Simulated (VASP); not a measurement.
Wanted: the native input for a VASP 6.6.1 run.

- Task: single point
- Functional: PBE
- Dispersion: D3(BJ)
- Potentials or basis: VASP PAW PBE potentials, release 64 (P, Se, O)
- Cutoff: 520 eV
- k mesh: 6 × 6 × 4
- Occupations: gaussian, width 0.1 eV
- Spin: no spin polarisation
- Dipole correction: no
- Further INCAR settings: ALGO = Normal; EDIFF = 1e-06; NBANDS = 22

The structure of P2Se2O lies in POSCAR:

```
P2Se2O
1.0
    3.9352751020      0.0000000000      0.0000000000
   -1.9676375510      3.4080482092      0.0000000000
    0.0000000000      0.0000000000      7.4916970093
P Se O
2 2 1
Direct
    0.3333333333      0.6666666667      0.0000000000
    0.6666666667      0.3333333333      0.0000000000
    0.0000000000      0.0000000000      0.7470402343
    0.0000000000      0.0000000000      0.2529597657
    0.0000000000      0.0000000000      0.5000000000
```

The input as run:

INCAR

```
SYSTEM = P2Se2O
PREC = Accurate ; ENCUT = 520
EDIFF = 1E-6 ; ISMEAR = 0
SIGMA = 0.1 ; LREAL = .FALSE.
LASPH = .TRUE. ; NELM = 100
ALGO = Normal ; ISIF = 2
LWAVE = .FALSE. ; LCHARG = .TRUE.
GGA = PE ; IVDW = 12
LELF = .TRUE. ; LVHAR = .TRUE.
NBANDS = 22
```

KPOINTS

```
Automatic mesh
0
G
  6 6 4
  0 0 0
```

Potentials or basis: VASP PAW PBE potentials, release 64 (P, Se, O).

Command:

```console
$ cat potpaw_PBE.64/P/POTCAR potpaw_PBE.64/Se/POTCAR potpaw_PBE.64/O/POTCAR > POTCAR
$ mpirun -np 1 vasp_std > vasp.out
```

It gave:

- Pressure: -0.1 GPa
- Largest force: 0.069 eV/Å
- Band gap on the k mesh: zero (band 14 reaches 4.64 eV, above the bottom of band 15 at 2.93 eV)
- Dispersion energy per atom: -0.288 eV

Caveat: pairwise dispersion overbinds metals, which lowers pressure and volume.

Wall time 25 s on 1 thread of Intel(R) Xeon(R) 6975P-C (Granite Rapids) (shared host), peak memory 0.24 GiB.
